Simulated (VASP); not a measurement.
Wanted: the native input for a VASP 6.6.1 run.

```yaml
Task: single point
Functional: PBE
Potentials_or_basis: VASP PAW PBE potentials, release 64 (Ba_sv, Ti_sv, O)
Cutoff: 520 eV
k_mesh: 8 × 8 × 8
Occupations: gaussian, width 0.02 eV
Spin: no spin polarisation
Hubbard_terms: Ti d U = 4.0 eV
Dipole_correction: no
Further_INCAR_settings: ALGO = Normal; EDIFF = 1e-06; NBANDS = 28
```

The structure of BaTiO3 lies in POSCAR:

```
BaTiO3
1.0
    3.9941822470      0.0000000000      0.0000000000
    0.0000000000      2.8386929225      2.8434078142
    0.0000000000     -2.8386929225      2.8434078142
Ba Ti O
1 1 3
Direct
    0.0000000000      0.0041137700      0.0041137700
    0.5000000000      0.5121166836      0.5121166836
    0.0000000000      0.4947502564      0.4947502564
    0.5000000000      0.4953716584      0.9898676315
    0.5000000000      0.9898676315      0.4953716584
```

One way to write it, as run:

INCAR

```
SYSTEM = BaTiO3
PREC     = Accurate       ! precision mode
ENCUT    = 520            ! plane-wave cutoff, eV
EDIFF    = 1E-6           ! SCF threshold, eV
ISMEAR   = 0              ! smearing method
SIGMA    = 0.02           ! smearing width, eV
LREAL    = .False.        ! projectors in reciprocal space
LASPH    = .True.         ! aspherical terms in the spheres
NELM     = 150            ! most SCF steps
ALGO     = Normal         ! electronic algorithm
ISIF     = 2              ! what is computed and relaxed
LWAVE    = .False.        ! write WAVECAR
LCHARG   = .False.        ! write CHGCAR
LMAXMIX  = 4              ! l up to which the mixer works
LDAU     = .True.         ! DFT+U
LDAUTYPE = 2            
LDAUL    = -1 2 -1        ! shell
LDAUU    = 0 4 0          ! U, eV
LDAUJ    = 0 0 0        
LDAUPRINT= 1            
GGA      = PE             ! functional
NBANDS   = 28             ! bands
```

KPOINTS

```
Automatic mesh
0
Gamma
  8 8 8
  0 0 0
```

Potentials or basis: VASP PAW PBE potentials, release 64 (Ba_sv, Ti_sv, O).

The run is started by

```sh
$ cat potpaw_PBE.64/Ba_sv/POTCAR potpaw_PBE.64/Ti_sv/POTCAR potpaw_PBE.64/O/POTCAR > POTCAR
$ mpirun -np 1 vasp_std > vasp.out
```

Results of the run:

```json
{
  "Pressure": "7.1 GPa",
  "Largest force": "0.397 eV/Å",
  "Band gap on the k mesh": "2.35 eV (least direct gap 2.63 eV)"
}
```

Caveat: the cell stands under pressure; spin-orbit coupling is left out, which moves the levels of the heavy elements.

Run time: 83 s on 1 thread of Intel(R) Xeon(R) 6975P-C (Granite Rapids) (shared host), peak memory 0.3 GiB.
